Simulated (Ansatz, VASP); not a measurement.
**TiSi2 in VASP and in Ansatz**

```
CELL_PARAMETERS angstrom
0.00000 4.11752 4.26290
2.38951 0.00000 4.26290
2.38951 4.11752 0.00000
ATOMIC_POSITIONS crystal
Ti 0.50000 0.50000 0.50000
Ti 0.75000 0.75000 0.75000
Si 0.83743 0.16257 0.83743
Si 0.16257 0.83743 0.16257
Si 0.08743 0.41257 0.08743
Si 0.41257 0.08743 0.41257
```

Alike in both runs: task relaxation of cell and atoms; functional PBE; k mesh 10 × 10 × 10; occupations gaussian, width 0.1 eV; no spin polarisation.

|  | VASP | Ansatz |
| --- | --- | --- |
| version | VASP 6.6.1 | Ansatz 0.2.0 |
| potentials or method | VASP PAW PBE potentials, release 64 (Ti_sv, Si), cutoff 600 eV | scalar-relativistic, plane waves, PAW |
| valence electrons in the cell | 40 | 40 |

|  | VASP | Ansatz | Ansatz less VASP |
| --- | --- | --- | --- |
| gap on the k mesh at the Fermi level, each at its own relaxed structure (eV) | none | none | - |
| relaxed volume (Å³/atom) | 14.18 | 14.18 | +0.003 |
| relaxed length of the cell vector where the two differ most in proportion (Å) | 4.783 | 4.783 | +0.0005 |

A gap of «none» marks a metal or a gap that the smearing closes.
